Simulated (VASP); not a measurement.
Set up this calculation in VASP 6.6.1, as the native input.

| Property | Result |
| --- | --- |
| Task | single point |
| Functional | r2SCAN |
| Potentials or basis | VASP PAW PBE potentials, release 64 (In_d, As) |
| Cutoff | 520 eV |
| k mesh | 4 × 4 × 4 |
| Occupations | fermi-dirac, width 0.1 eV |
| Spin | no spin polarisation |
| Dipole correction | no |
| Further INCAR settings | ALGO = Normal; EDIFF = 1e-07; NBANDS = 30 |

The system is In3As.

```
CELL_PARAMETERS angstrom
4.60854 0.00000 0.00000
0.00000 4.60854 0.00000
0.00000 0.00000 4.60854
ATOMIC_POSITIONS crystal
In 0.00000 0.50000 0.50000
In 0.50000 0.00000 0.50000
In 0.50000 0.50000 0.00000
As 0.00000 0.00000 0.00000
```

The input as run:

POSCAR

```
In3As
1.0
    4.6085424358      0.0000000000      0.0000000000
    0.0000000000      4.6085424358      0.0000000000
    0.0000000000      0.0000000000      4.6085424358
In As
3 1
Direct
    0.0000000000      0.5000000000      0.5000000000
    0.5000000000      0.0000000000      0.5000000000
    0.5000000000      0.5000000000      0.0000000000
    0.0000000000      0.0000000000      0.0000000000
```

INCAR.step1

```
SYSTEM = In3As
PREC = Accurate
ENCUT = 520
ISMEAR = -1
SIGMA = 0.1
LREAL = .False.
LASPH = .True.
NELM = 80
NBANDS = 30
GGA = PE
ALGO = Normal
EDIFF = 1E-4
LWAVE = .True.
LCHARG = .False.
```

INCAR.step2

```
SYSTEM = In3As
PREC = Accurate
ENCUT = 520
EDIFF = 1E-7
ISMEAR = -1
SIGMA = 0.1
LREAL = .False.
LASPH = .True.
NELM = 80
ALGO = Normal
ISIF = 2
LWAVE = .False.
LCHARG = .True.
METAGGA = R2SCAN
LMIXTAU = .True.
LELF = .True.
LVHAR = .True.
NBANDS = 30
ISTART = 1
```

KPOINTS

```
regular mesh
0
Gamma
  4 4 4
  0 0 0
```

Potentials or basis: VASP PAW PBE potentials, release 64 (In_d, As).

The run is started by

```bash
$ cat potpaw_PBE.64/In_d/POTCAR potpaw_PBE.64/As/POTCAR > POTCAR
$ cp INCAR.step1 INCAR
$ mpirun -np 1 vasp_std > vasp.out
$ cp INCAR.step2 INCAR
$ mpirun -np 1 vasp_std > vasp.out
```

It gave:

The pressure is 0.3 GPa and the band gap on the k mesh is zero (bands 22 and 23 overlap by 4.34 eV).

Caveat: the PAW data sets were made with another functional, which shifts forces and pressure a little; spin-orbit coupling is left out, which moves the levels of the heavy elements.

It took 4 min on 1 thread of Intel Xeon 8259CL (shared host), peak memory 0.22 GiB.
